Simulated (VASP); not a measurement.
CO2, 12 atoms in the cell. The structure is monoclinic, space group P2_1/c (No. 14). Conventional cell: a = 6.075 Å, b = 6.058 Å, c = 6.135 Å, α = 90.00°, β = 98.54°, γ = 90.00°. C (site symmetry -1) has 2 O at 1.12 Å within 1.5 Å. C (site symmetry -1) has 2 O at 1.23 Å within 1.7 Å. Within 1.5 Å of O (site symmetry 1) lie 1 C at 1.12 Å. Within 1.7 Å of O (site symmetry 1) lie 1 C at 1.23 Å.  This cell differs from its parent crystal: engineering shear strain xz -0.1500, normal strain along z +0.0100.

```yaml
Program: VASP 6.6.1
Task: single point
Functional: PBE
Potentials_or_basis: VASP PAW PBE potentials, release 64 (C, O)
Cutoff: 520 eV
k_mesh: 4 × 4 × 4
Occupations: gaussian, width 0.05 eV
Spin: no spin polarisation
Dipole_correction: no
Further_INCAR_settings: ALGO = Normal; EDIFF = 1e-07; NBANDS = 44
```

Potentials or basis: VASP PAW PBE potentials, release 64 (C, O).

Launch:

```console
$ cat potpaw_PBE.64/C/POTCAR potpaw_PBE.64/O/POTCAR > POTCAR
$ mpirun -np 1 vasp_std > vasp.out
```

Hardware: 1 thread of Oxide Virtual Turin-like Processor, with other jobs on the host.

Q: How long does it take, and how much memory?

A: Run time: 5.7 min on 1 thread of Oxide Virtual Turin-like Processor, with other jobs on the host, peak memory 0.4 GiB. Counts: scf iterations 14, k points 30.
